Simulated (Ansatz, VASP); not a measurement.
**HfOs in VASP and in Ansatz**

```
CELL_PARAMETERS angstrom
3.26064 0.00000 0.00000
0.00000 3.26064 0.00000
0.00000 0.00000 3.26064
ATOMIC_POSITIONS crystal
Hf 0.00000 0.00000 0.00000
Os 0.50000 0.50000 0.50000
```

Alike in both runs: task relaxation of cell and atoms; functional LDA; k mesh 14 × 14 × 14; occupations gaussian, width 0.1 eV; no spin polarisation.

|  | VASP | Ansatz |
| --- | --- | --- |
| version | VASP 6.6.1 | Ansatz 0.2.0 |
| potentials or method | VASP PAW LDA potentials, release 64 (Hf_pv, Os), cutoff 600 eV | scalar-relativistic, plane waves, PAW |
| valence electrons in the cell | 18 | 42 |

```csv
,VASP,Ansatz,Ansatz less VASP
"gap on the k mesh at the Fermi level, each at its own relaxed structure (eV)",none,none,-
relaxed volume (Å³/atom),16.38,16.39,+0.010
relaxed cell length with the largest relative difference (Å),3.199,3.200,+0.0006
```

LDA's correlation is that of Perdew and Zunger in VASP and of Perdew and Wang (1992) in Ansatz. A gap of «none» marks a metal or a gap that the smearing closes. VASP's potentials hold 18 valence electrons a cell and Ansatz's 42, so a difference there can come from the potentials and not from the codes.

Spin-orbit coupling is off throughout.
